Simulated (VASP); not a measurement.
# ZnSiP2 (I-42d) in VASP: further runs, part 2 of 2

VASP 6.6.1.

### Step 3. Single point, PBE+D3(BJ)

This run uses another cell than the first one, of 18.66 Å³/atom, 0.965 times its volume.

Contents of INCAR:

```
PREC = Accurate ; ENCUT = 520
EDIFF = 1E-7 ; ISMEAR = 0
SIGMA = 0.02 ; LREAL = F
LASPH = T ; NELM = 100
ALGO = Normal ; ISIF = 2
LWAVE = F ; LCHARG = F
GGA = PE ; IVDW = 12
NBANDS = 36
```

Contents of KPOINTS:

```
regular mesh
0
Gamma
  8 8 8
```

Contents of POSCAR:

```
ZnSiP2
1.0
   -2.6763680028      2.6763680028      5.2089734443
    2.6763680028     -2.6763680028      5.2089734443
    2.6763680028      2.6763680028     -5.2089734443
Zn Si P
2 2 4
Direct
    0.0000000000      0.0000000000      0.0000000000
    0.7500000000      0.2500000000      0.5000000000
    0.5000000000      0.5000000000      0.0000000000
    0.2500000000      0.7500000000      0.5000000000
    0.3750000000      0.3910982358      0.5160982358
    0.8750000000      0.8589017642      0.4839017642
    0.6089017642      0.1250000000      0.9839017642
    0.1410982358      0.6250000000      0.0160982358
```

Potentials or basis: VASP PAW PBE potentials, release 64 (Zn, Si, P).

Started as:

```sh
$ cat potpaw_PBE.64/Zn/POTCAR potpaw_PBE.64/Si/POTCAR potpaw_PBE.64/P/POTCAR > POTCAR
$ mpirun -np 1 vasp_std > vasp.out
```

OUTCAR:

```text
PREC = Accurate
   ENCUT = 520
   EDIFF = 1E-7
   ISMEAR = 0
   LREAL = F
   LASPH = T
   NELM = 100
   ISIF = 2
   GGA = PE
   IVDW = 12
 IVDW          = 12

 ion  position               nearest neighbor table
   1  0.000  0.000  0.000-   5 2.35   7 2.35   8 2.35   6 2.35
   2  0.750  0.250  0.500-   8 2.35   5 2.35   6 2.35   7 2.35
   3  0.500  0.500  0.000-   5 2.25   6 2.25   7 2.25   8 2.25
   4  0.250  0.750  0.500-   5 2.25   6 2.25   7 2.25   8 2.25
   5  0.375  0.391  0.516-   3 2.25   4 2.25   2 2.35   1 2.35
   6  0.875  0.859  0.484-   3 2.25   4 2.25   1 2.35   2 2.35
   7  0.609  0.125  0.984-   3 2.25   4 2.25   2 2.35   1 2.35
   8  0.141  0.625  0.016-   3 2.25   4 2.25   1 2.35   2 2.35

  LATTYP: Found a body centered tetragonal cell.
 ALAT       =     5.3527360056
 C/A-ratio  =     1.9462844567

  Lattice vectors:

 A1 = (  -2.6763680028,   2.6763680028,   5.2089734443)
 A2 = (   2.6763680028,  -2.6763680028,   5.2089734443)
 A3 = (   2.6763680028,   2.6763680028,  -5.2089734443)

Analysis of symmetry for initial positions (statically):
=====================================================================
 Subroutine PRICEL returns:
 Original cell was already a primitive cell.

 Routine SETGRP: Setting up the symmetry group for a
 body centered tetragonal supercell.

 Subroutine GETGRP returns: Found  8 space group operations
 (whereof  4 operations were pure point group operations)
 out of a pool of 16 trial point group operations.

The static configuration has the point symmetry S_4 .
 The point group associated with its full space group is D_2d.

Analysis of symmetry for dynamics (positions and initial velocities):
=====================================================================
 Subroutine PRICEL returns:
 Original cell was already a primitive cell.
[... 143 lines left out ...]
  Fermi-wavevector in a.u.,A,eV,Ry     =   1.151970  2.176909 18.055421  1.327036
  Thomas-Fermi vector in A             =   2.288625
   LORBIT       =      0    0 simple, 1 ext, 2 COOP (PROOUT), +10 PAW based schemes
   GGA     = PE    functional components
   LHFCALC =     F    Hartree Fock is set to
   AEXX    =    0.0000 exact exchange contribution
   IVDW    =    12    specifies the selected vdW correction
   LEPSILON=     F    determine dielectric tensor
   LRPA    =     F    only Hartree local field effects (RPA)
 non-spin polarized calculation
 Gauss-broadening in eV      SIGMA  =   0.02
  energy-cutoff  :      520.00
  volume of cell :      149.25
 maximum number of plane-waves:      4040
   NGX = 23   NGY = 23   NGZ = 23

 number of electron      52.0000022 magnetization

 Free energy of the ion-electron system (eV)
  ---------------------------------------------------
  ext. energy  EPLUGINS =         0.00000000
  ---------------------------------------------------
  free energy    TOTEN  =       -37.14980229 eV

  energy without entropy =      -37.14980229  energy(sigma->0) =      -37.14980229

 E-fermi :   4.8879     XC(G=0):  -9.8619

 val. band max:        4.7759188027   @ k =   0.0000   0.0000   0.0000
 cond. band min:       6.0524016806   @ k =   0.0000   0.0000   0.0000
 fundamental gap:      1.2764828780
 Fermi energy:         4.8878870147

 k-point     1 :       0.0000    0.0000    0.0000
  band No.  band energies     occupation
      1      -8.3678      2.00000
      2      -5.3893      2.00000
      3      -5.3860      2.00000
      4      -5.3860      2.00000
      5      -3.8618      2.00000
      6      -2.0897      2.00000
[... 925 lines left out ...]
     35       9.9909      0.00000
     36      10.4993      0.00000

 [... further k-points ...]

------------------------ aborting loop because EDIFF is reached ----------------------------------------

 Edisp (eV)   -2.83531

 E8    (eV) :    -1.1323

  FORCE on cell =-STRESS in cart. coord.  units (eV):
  Direction    XX          YY          ZZ          XY          YZ          ZX
  --------------------------------------------------------------------------------------
  -------------------------------------------------------------------------------------
  Total       0.01204     0.01204    -0.00858     0.00000     0.00000    -0.00000
  in kB       0.12923     0.12923    -0.09207     0.00000     0.00000    -0.00000
  external pressure =        0.06 kB  Pullay stress =        0.00 kB

 VOLUME and BASIS-vectors are now :
 -----------------------------------------------------------------------------
  energy-cutoff  :      520.00
  volume of cell :      149.25
      direct lattice vectors                 reciprocal lattice vectors
    -2.676368003  2.676368003  5.208973444     0.000000000  0.186820347  0.095988203
     2.676368003 -2.676368003  5.208973444     0.186820347  0.000000000  0.095988203
     2.676368003  2.676368003 -5.208973444     0.186820347  0.186820347  0.000000000

 POSITION                                       TOTAL-FORCE (eV/Angst)
 -----------------------------------------------------------------------------------
      0.00000      0.00000      0.00000        -0.000000      0.000000      0.000000
      0.00000      2.67637      2.60449        -0.000000      0.000000      0.000000
      0.00000      0.00000      5.20897        -0.000000     -0.000000     -0.000000
      2.67637      0.00000      2.60449        -0.000000      0.000000     -0.000000
      1.42435      1.33818      1.30224         0.031580      0.000000     -0.000000
      1.25201      1.33818      6.51122        -0.031580     -0.000000     -0.000000
      1.33818      3.92838     -1.30224        -0.000000     -0.031580     -0.000000
      1.33818     -1.25201      3.90673        -0.000000      0.031580     -0.000000
 -----------------------------------------------------------------------------------
    total drift:                                0.000004      0.000004     -0.000006

  FREE ENERGIE OF THE ION-ELECTRON SYSTEM (eV)
  ---------------------------------------------------
  free  energy   TOTEN  =       -39.9851119304 eV

  energy  without entropy=      -39.9851119304  energy(sigma->0) =      -39.98511193
```

It took 8 min on 1 thread of Intel Xeon Platinum 8375C at 2.90GHz (Ice Lake), shared host; peak memory 0.49 GiB.

Results:

- Free energy: -39.9851 eV
- Pressure: 0.0 GPa
- Largest force: 0.032 eV/Å
- Band gap on the k mesh: 1.28 eV, direct
- Dispersion energy per atom: -0.354 eV

Forces on the atoms (eV/Å):
```
Zn   0.000  0.000  0.000
Zn   0.000  0.000  0.000
Si   0.000  0.000  0.000
Si   0.000  0.000  0.000
P    0.032  0.000  0.000
P   -0.032  0.000  0.000
P    0.000 -0.032  0.000
P    0.000  0.032  0.000
```

Levels at points of the mesh, in eV from the valence-band top:
```
           k point  band 22  band 23  band 24  band 25  band 26  band 27  band 28  band 29  band 30  band 31
(0.00, 0.00, 0.00)    -2.40    -2.40    -0.13    -0.13     0.00     1.28     1.87     2.74     3.32     3.32
(0.50, 0.00, 0.00)    -2.76    -2.21    -1.79    -1.49    -0.81     2.76     2.87     3.01     4.22     4.34
(0.50, 0.50, 0.00)    -1.86    -1.06    -1.06    -0.57    -0.57     2.03     2.03     3.16     3.16     3.90
(0.50, 0.50, 0.50)    -2.20    -1.92    -1.92    -1.16    -1.16     1.49     1.49     1.69     1.69     2.55
```
